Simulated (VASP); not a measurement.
Crystal: AlN.

```
Al N
1.0
     3.10669    0.00000    0.00000
    -1.55335    2.69048    0.00000
     0.00000    0.00000    4.97859
Al N
2 2
Direct
  0.33333 0.66667 0.99670
  0.66667 0.33333 0.49670
  0.33333 0.66667 0.37830
  0.66667 0.33333 0.87830
```

Base run:

| Quantity | Value |
| --- | --- |
| Program | VASP 6.6.1 |
| Functional | HSE06 |
| Potentials or basis | VASP PAW PBE potentials, release 64 (Al, N) |
| Cutoff | 520 eV |
| k mesh | 6 × 6 × 4 |
| Occupations | gaussian, width 0.01 eV |
| Spin | no spin polarisation |

Its results: band gap on the k mesh 5.59 eV, direct; pressure -0.8 GPa; largest force 0.008 eV/Å.

Task: The run is repeated on the same cell with these changes: functional from HSE06 to LDA; potentials or basis from VASP PAW PBE potentials, release 64 (Al, N) to VASP PAW LDA potentials, release 64 (Al, N). What comes out?

Result: Band gap on the k mesh 4.27 eV, direct; pressure -3.2 GPa; largest force 0.003 eV/Å.

Caveats: the PAW data sets were made with another functional, which shifts forces and pressure a little (some runs).

